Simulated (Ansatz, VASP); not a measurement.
# In3Sb: VASP beside Ansatz

The input INCAR:

```
SYSTEM = In3Sb
PREC = Accurate ; ENCUT = 600
EDIFF = 1E-7 ; ISMEAR = 0
SIGMA = 0.1 ; LREAL = .False.
LASPH = .True. ; NELM = 80
ALGO = Fast ; ISIF = 3
LWAVE = .False. ; LCHARG = .False.
GGA = PS ; IBRION = 2
NSW = 80 ; EDIFFG = -0.01
```

KPOINTS

```
regular mesh
0
Gamma
  10 10 10
  0 0 0
```

POSCAR

```
In3Sb
1.0
    4.8369620000      0.0000000000      0.0000000000
    0.0000000000      4.8369620000      0.0000000000
    0.0000000000      0.0000000000      4.8369620000
In Sb
3 1
Direct
    0.5000000000      0.5000000000      0.0000000000
    0.5000000000      0.0000000000      0.5000000000
    0.0000000000      0.5000000000      0.5000000000
    0.0000000000      0.0000000000      0.0000000000
```

Input for Ansatz:

```yaml
crystal:
  lattice:
    - [4.836962, 0.0, 0.0]
    - [0.0, 4.836962, 0.0]
    - [0.0, 0.0, 4.836962]
  atoms:
    - { symbol: In, position: [0.5, 0.5, 0.0] }
    - { symbol: In, position: [0.5, 0.0, 0.5] }
    - { symbol: In, position: [0.0, 0.5, 0.5] }
    - { symbol: Sb, position: [0.0, 0.0, 0.0] }
basis:
  ecutwfc: 650
kpoints:
  mp_grid: { grid: [10, 10, 10] }
hamiltonian:
  xc: pbesol
scf:
  occupations: { method: gaussian, width: 0.1 }
output:
  forces: true
  stress: true
  eigenvalues: true
relax:
  adjacent_minimum: "off"
  f_tol: 0.01
  max_steps: 60
  cell: { stress_tol: 0.05 }
```

Alike in both runs: task relaxation of cell and atoms; functional PBEsol; k mesh 10 × 10 × 10; occupations gaussian, width 0.1 eV; no spin polarisation.

|  | VASP | Ansatz |
| --- | --- | --- |
| version | VASP 6.6.1 | Ansatz 0.2.0 |
| potentials or method | VASP PAW PBE potentials, release 64 (In_d, Sb), cutoff 600 eV | scalar-relativistic, plane waves, PAW |
| valence electrons in the cell | 44 | 54 |

Ansatz gave:

```
gap on the k mesh at the Fermi level, each at its own relaxed structure (eV)  : none
relaxed volume (Å³/atom)                                                      : 26.35
relaxed length of the cell vector where the two differ most in proportion (Å) : 4.724
```

Q: What did VASP give for the same quantities?

A: gap on the k mesh at the Fermi level, each at its own relaxed structure (eV): none; relaxed volume (Å³/atom): 26.39; relaxed length of the cell vector where the two differ most in proportion (Å): 4.726.

VASP's potentials were made for PBE, not for PBEsol. A gap of «none» marks a metal or a gap that the smearing closes. VASP's potentials hold 44 valence electrons a cell and Ansatz's 54, so a difference there can come from the potentials and not from the codes.

Neither program's run includes spin-orbit coupling.
